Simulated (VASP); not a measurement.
# TiSi (Cmmm) in VASP: a series of runs, part 2 of 2

VASP 6.6.1. The steps go on from the part before.

### 3 Single point, PBEsol (strain -0.030 along x and y, +0.015 along z)

INCAR

```
SYSTEM = TiSi
PREC = Accurate ; ENCUT = 520
EDIFF = 1E-6 ; ISMEAR = 0
SIGMA = 0.15 ; LREAL = .FALSE.
LASPH = .TRUE. ; NELM = 80
ALGO = Normal ; ISIF = 2
LWAVE = .FALSE. ; LCHARG = .FALSE.
GGA = PS ; NBANDS = 15
```

KPOINTS

```
regular mesh
0
G
  18 18 12
  0 0 0
```

POSCAR

```
TiSi
1.0
    1.7616926600     -2.0540952800      0.0000000000
    1.7616926600      2.0540952800      0.0000000000
    0.0000000000      0.0000000000      3.8609930100
Ti Si
1 1
Direct
    0.5000000000      0.5000000000      0.0000000000
    0.0000000000      0.0000000000      0.5000000000
```

Potentials or basis: VASP PAW PBE potentials, release 64 (Ti_sv, Si).

Command:

```console
> cat potpaw_PBE.64/Ti_sv/POTCAR potpaw_PBE.64/Si/POTCAR > POTCAR
> mpirun -np 1 vasp_std > vasp.out
```

It took 4.1 min on 1 thread of Intel Xeon 8259CL, shared host; peak memory 0.36 GiB.

Results (log left out):

```
Free energy            : -15.3236 eV
Pressure               : 1.4 GPa
Band gap on the k mesh : zero (bands 8 and 9 overlap by 1.83 eV)
```

Stress tensor (GPa, compression positive):
```
 3.77  0.00  0.00
 0.00  1.76  0.00
 0.00  0.00 -1.32
```

Levels at points of the mesh, in eV from the Fermi level:
```
           k point  band 6  band 7  band 8  band 9  band 10  band 11
(0.00, 0.00, 0.00)   -2.67   -2.14   -1.19    1.86     2.54     3.23
(0.50, 0.00, 0.00)   -6.58   -3.21   -0.90    1.92     2.56     4.57
(0.50, 0.50, 0.00)   -3.82   -1.39   -1.35   -1.11    -0.40     2.99
(0.00, 0.00, 0.50)   -6.69   -0.93    0.22    0.96     1.97     3.30
(0.50, 0.00, 0.50)   -5.13   -2.51   -1.79    1.19     2.03     2.14
(0.50, 0.50, 0.50)   -3.94   -3.34   -2.78    2.13     2.59     2.82
```

Caveat: the cell differs from its parent crystal (strain -0.030 along x and y, +0.015 along z); the stress differs along the axes, from -1 to 4 GPa; the PAW data sets were made with another functional, which shifts forces and pressure a little.

### 4 Single point, PBEsol (strain -0.015 along x and y, -0.015 along z)

INCAR

```
PREC     = Accurate       # precision mode
ENCUT    = 520            # plane-wave cutoff, eV
EDIFF    = 1E-7           # SCF threshold, eV
ISMEAR   = 0              # smearing method
SIGMA    = 0.15           # smearing width, eV
LREAL    = F              # projectors in reciprocal space
LASPH    = T              # aspherical terms in the spheres
NELM     = 60             # most SCF steps
ALGO     = Normal         # electronic algorithm
ISIF     = 2              # what is computed and relaxed
LWAVE    = F              # write WAVECAR
LCHARG   = F              # write CHGCAR
GGA      = PS             # functional
NBANDS   = 15             # bands
```

KPOINTS

```
Automatic mesh
0
Gamma
  18 18 12
```

POSCAR

```
TiSi
1.0
    1.7889353300     -2.0858596400      0.0000000000
    1.7889353300      2.0858596400      0.0000000000
    0.0000000000      0.0000000000      3.7468749900
Ti Si
1 1
Direct
    0.5000000000      0.5000000000      0.0000000000
    0.0000000000      0.0000000000      0.5000000000
```

Potentials or basis: VASP PAW PBE potentials, release 64 (Ti_sv, Si).

Command:

```console
> cat potpaw_PBE.64/Ti_sv/POTCAR potpaw_PBE.64/Si/POTCAR > POTCAR
> mpirun -np 1 vasp_std > vasp.out
```

OUTCAR:

```text
PREC = Accurate
   ENCUT = 520
   EDIFF = 1E-7
   ISMEAR = 0
   LREAL = F
   LASPH = T
   NELM = 60
   ISIF = 2
   GGA = PS

 ion  position               nearest neighbor table
   1  0.500  0.500  0.000-   2 2.59   2 2.59   2 2.59   2 2.59   2 2.80   2 2.80   2 2.80   2 2.80

   2  0.000  0.000  0.500-   1 2.59   1 2.59   1 2.59   1 2.59   1 2.80   1 2.80   1 2.80   1 2.80

  LATTYP: Found a base centered orthorhombic cell.
 ALAT       =     3.5778706600
 B/A-ratio  =     1.1659782246
 C/A-ratio  =     1.0472360088

  Lattice vectors:

 A1 = (   1.7889353300,  -2.0858596400,   0.0000000000)
 A2 = (   1.7889353300,   2.0858596400,   0.0000000000)
 A3 = (   0.0000000000,   0.0000000000,   3.7468749900)

Analysis of symmetry for initial positions (statically):
=====================================================================
 Subroutine PRICEL returns:
 Original cell was already a primitive cell.

 Routine SETGRP: Setting up the symmetry group for a
 base centered orthorhombic supercell.

 Subroutine GETGRP returns: Found  8 space group operations
 (whereof  8 operations were pure point group operations)
 out of a pool of  8 trial point group operations.

[... 169 lines left out ...]
 k-point     1 :       0.0000    0.0000    0.0000
  band No.  band energies     occupation
      1     -45.7890      2.00000
      2     -22.3137      2.00000
      3     -21.8553      2.00000
      4     -21.7320      2.00000
      5      -1.3955      2.00000
      6       8.0406      2.00000
      7       8.9480      2.00000
      8       9.3788      2.00000
      9      12.3270      0.00000
     10      13.0371      0.00000
     11      13.6413      0.00000
     12      16.0386      0.00000
     13      16.8061      0.00000
     14      17.3302      0.00000
[... 401 lines left out ...]
      2     -22.2770      2.00000
      3     -22.0678      2.00000
      4     -21.7842      2.00000
      5      -0.4000      2.00000
      6       8.4244      2.00000
      7       8.4803      2.00000
      8       9.2062      2.00000
      9      12.4925      0.00000
     10      12.5155      0.00000
     11      13.2805      0.00000
     12      13.8023      0.00000
     13      17.2090      0.00000
     14      17.7426      0.00000
     15      21.2718      0.00000

 [... further k-points ...]
[... 5 lines left out ...]
  --------------------------------------------------------------------------------------
  -------------------------------------------------------------------------------------
  Total        0.4146196      0.0952282      0.6105371      0.0000000      0.0000000      0.0000000
  in kB       23.7564469      5.4562888     34.9819268      0.0000000      0.0000000      0.0000000
  external PRESSURE =      21.3982208 kB  Pullay stress =       0.0000000 kB

 VOLUME and BASIS-vectors are now :
 -----------------------------------------------------------------------------
  energy-cutoff  :      520.00
  volume of cell :       27.96
      direct lattice vectors                 reciprocal lattice vectors
     1.788935330 -2.085859640  0.000000000     0.279495850 -0.239709322  0.000000000
     1.788935330  2.085859640  0.000000000     0.279495850  0.239709322  0.000000000
     0.000000000  0.000000000  3.746874990     0.000000000  0.000000000  0.266889075

 POSITION                                       TOTAL-FORCE (eV/Angst)
 -----------------------------------------------------------------------------------
      1.78894      0.00000      0.00000         0.000000      0.000000      0.000000
      0.00000      0.00000      1.87344         0.000000      0.000000      0.000000
 -----------------------------------------------------------------------------------
    total drift:                                0.000000      0.000000     -0.000000

  FREE ENERGIE OF THE ION-ELECTRON SYSTEM (eV)
  ---------------------------------------------------
  free  energy   TOTEN  =       -15.3292467490 eV

  energy  without entropy=      -15.3168798115  energy(sigma->0) =      -15.32306328
```

Wall time 4 min (1 thread of Intel Xeon 8259CL, shared host); peak memory 0.36 GiB.

What came out:

```
Free energy            : -15.3292 eV
Pressure               : 2.1 GPa
Band gap on the k mesh : zero (bands 8 and 9 overlap by 1.78 eV)
```

Stress tensor (GPa, compression positive):
```
2.38 0.00 0.00
0.00 0.55 0.00
0.00 0.00 3.50
```

Caveat: the cell differs from its parent crystal (strain -0.015 along x and y, -0.015 along z); the PAW data sets were made with another functional, which shifts forces and pressure a little.

### 5 Single point, PBEsol (strain -0.030 along x and y, +0.030 along z)

INCAR

```
PREC = Accurate
ENCUT = 520
EDIFF = 1E-6
ISMEAR = 0
SIGMA = 0.15
LREAL = F
LASPH = T
NELM = 80
ALGO = Normal
ISIF = 2
LWAVE = F
LCHARG = F
GGA = PS
NBANDS = 15
```

KPOINTS is that of step 4.

POSCAR

```
TiSi
1.0
    1.7616926600     -2.0540952800      0.0000000000
    1.7616926600      2.0540952800      0.0000000000
    0.0000000000      0.0000000000      3.9180520200
Ti Si
1 1
Direct
    0.5000000000      0.5000000000      0.0000000000
    0.0000000000      0.0000000000      0.5000000000
```

Command:

```console
> cat potpaw_PBE.64/Ti_sv/POTCAR potpaw_PBE.64/Si/POTCAR > POTCAR
> mpirun -np 1 vasp_std > vasp.out
```

Run time: 3.8 min. Hardware: 1 thread of Intel Xeon 8259CL, shared host; peak memory 0.36 GiB.

Results (log left out):

- Free energy: -15.3153 eV
- Pressure: -1.0 GPa
- Band gap on the k mesh: zero (bands 8 and 9 overlap by 1.79 eV)

Stress tensor (GPa, compression positive):
```
 1.92  0.00  0.00
 0.00  0.27  0.00
 0.00  0.00 -5.20
```

Levels at points of the mesh, in eV from the Fermi level:
```tsv
k point	band 5	band 6	band 7	band 8	band 9	band 10	band 11	band 12
(0.00, 0.00, 0.00)	-12.04	-2.67	-2.29	-1.16	1.88	2.53	3.23	5.93
(0.50, 0.00, 0.00)	-7.55	-6.52	-3.22	-0.89	1.94	2.55	4.49	4.57
(0.50, 0.50, 0.00)	-5.54	-3.77	-1.35	-1.30	-1.11	-0.38	2.83	3.11
(0.00, 0.00, 0.50)	-10.83	-6.67	-0.93	0.10	1.04	2.01	3.29	7.20
(0.50, 0.00, 0.50)	-8.00	-5.14	-2.48	-1.78	1.10	2.04	2.17	3.04
(0.50, 0.50, 0.50)	-4.95	-3.86	-3.24	-2.79	2.06	2.58	2.82	3.74
```

Caveat: the cell differs from its parent crystal (strain -0.030 along x and y, +0.030 along z); the stress differs along the axes, from -5 to 2 GPa; the PAW data sets were made with another functional, which shifts forces and pressure a little.

### 6 Summary

```tsv
cell	gap on the mesh (eV)	pressure (GPa)
a = 2.748, b = 2.748, c = 3.690 Å, angles 90.0, 90.0, 98.8°, 2 atoms	none	4.9
a = 2.706, b = 2.706, c = 3.861 Å, angles 90.0, 90.0, 98.8°, 2 atoms	none	1.4
a = 2.748, b = 2.748, c = 3.747 Å, angles 90.0, 90.0, 98.8°, 2 atoms	none	2.1
a = 2.706, b = 2.706, c = 3.918 Å, angles 90.0, 90.0, 98.8°, 2 atoms	none	-1.0
```

Alike in all rows: task single point; level PBEsol; potentials or basis VASP PAW PBE potentials, release 64 (Ti_sv, Si); no spin polarisation; k mesh 18 × 18 × 12; cutoff (eV) 520; smearing gaussian 0.15 eV.

Caveats: the PAW data sets were made with another functional, which shifts forces and pressure a little; the stress differs along the axes, from 2 to 8 GPa (at least some runs); the stress differs along the axes, from -1 to 4 GPa (at least some runs); the stress differs along the axes, from -5 to 2 GPa (at least some runs).

Total energies depend on the potentials used, so only differences within one code and one set of settings carry meaning.
